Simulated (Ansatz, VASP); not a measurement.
As: VASP beside Ansatz

File INCAR:

```
PREC = Accurate ; ENCUT = 520
EDIFF = 1E-6 ; ISMEAR = -1
SIGMA = 0.1 ; LREAL = False
LASPH = True ; NELM = 80
ALGO = Normal ; ISIF = 2
LWAVE = False ; LCHARG = True
GGA = PE ; LELF = True
LVHAR = True ; NBANDS = 12
```

File KPOINTS:

```
Automatic mesh
0
Gamma
  4 4 4
```

POSCAR

```
As
1.0
    1.9036109523      1.0990502958      3.6081612956
   -1.9036109523      1.0990502958      3.6081612956
    0.0000000000     -2.1981005915      3.6081612956
As
2
Direct
    0.7737100447      0.7737100447      0.7737100447
    0.2262899553      0.2262899553      0.2262899553
```

Input for Ansatz:

```yaml
crystal:
  lattice:
    - [1.9036109523, 1.0990502958, 3.6081612956]
    - [-1.9036109523, 1.0990502958, 3.6081612956]
    - [0.0, -2.1981005915, 3.6081612956]
  atoms:
    - { symbol: As, position: [0.7737100447, 0.7737100447, 0.7737100447] }
    - { symbol: As, position: [0.2262899553, 0.2262899553, 0.2262899553] }
hamiltonian:
  xc: pbe
  pseudopotentials:
    kind: paw
    azcp:
      As: "pseudopotentials/As.paw.azcp"
basis:
  ecutwfc: 420
  fft_grid_basis: typed
kpoints:
  mp_grid: { grid: [4, 4, 4], shift: [0, 0, 0] }
magnetization:
  spin_polarized: false
scf:
  occupations: { method: fermi_dirac, width: 0.1 }
  lower_state_search: "off"
output:
  stress: true
  write_density: true
  write_potential: true
  elf: true
  volumetric_format: npy
```

Alike in both runs: task single point; functional PBE; k mesh 4 × 4 × 4; occupations fermi-dirac, width 0.1 eV; no spin polarisation.

```csv
,VASP,Ansatz
version,VASP 6.6.1,Ansatz 0.2.0
potentials or method,"VASP PAW PBE potentials, release 64 (As), cutoff 520 eV","plane waves (420 eV) with PAW, scalar-relativistic"
valence electrons in the cell,10,30
```

|  | VASP | Ansatz | Ansatz less VASP |
| --- | --- | --- | --- |
| pressure (GPa) | 0.1 | -0.1 | -0.22 |
| traceless stress, the component that is largest in VASP (GPa) | -2.16 | -2.07 | +0.094 |

VASP's potentials hold 10 valence electrons a cell and Ansatz's 30, so a difference there can come from the potentials and not from the codes.

The k mesh is coarse, so the values compare programs but aren't converged.
